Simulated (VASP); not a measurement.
Input of a VASP 6.6.1 run:

The input INCAR:

```
PREC = Accurate
ENCUT = 520
EDIFF = 1E-6
ISMEAR = -1
SIGMA = 0.08
LREAL = F
LASPH = T
NELM = 60
ALGO = Normal
ISIF = 2
LWAVE = F
LCHARG = F
GGA = PE
NBANDS = 10
```

File KPOINTS:

```
regular mesh
0
Gamma
  19 19 17
```

POSCAR

```
F
1.0
    2.4604210338      0.0000000000      0.0000000000
   -1.2302105169      2.1307871193      0.0000000000
    0.0000000000      0.0000000000      1.6615811145
F
1
Direct
    0.0000000000      0.0000000000      0.0000000000
```

Potentials or basis: VASP PAW PBE potentials, release 64 (F).

Command:

```sh
$ cat potpaw_PBE.64/F/POTCAR > POTCAR
$ mpirun -np 1 vasp_std > vasp.out
```

(1) What does it give for the pressure?

Results:

(1) 22.3 GPa.

Caveat: an odd number of electrons without spin polarisation forces a metal; a magnetic or distorted state may lie lower.
